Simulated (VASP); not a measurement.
Crystal: AgB2.

```
Ag B
1.0
     3.02680    0.00000    0.00000
    -1.51340    2.62129    0.00000
     0.00000    0.00000    4.06392
Ag B
1 2
Direct
  0.00000 0.00000 0.00000
  0.33333 0.66667 0.50000
  0.66667 0.33333 0.50000
```

Base run:

```yaml
Program: VASP 6.6.1
Functional: RPBE
Potentials_or_basis: VASP PAW PBE potentials, release 64 (Ag, B)
Cutoff: 520 eV
k_mesh: 10 × 10 × 7
Occupations: methfessel-paxton, width 0.1 eV
Spin: no spin polarisation
```

Its results: pressure 3.0 GPa.

Q: The run is repeated on the same cell with these changes: functional from RPBE to r2SCAN; further incar settings from ALGO = Normal; EDIFF = 1e-07; NBANDS = 16 to ALGO = Normal; EDIFF = 1e-06; NBANDS = 16. What comes out?

A: Pressure -1.5 GPa.

Caveats: the PAW data sets were made with another functional, which shifts forces and pressure a little.
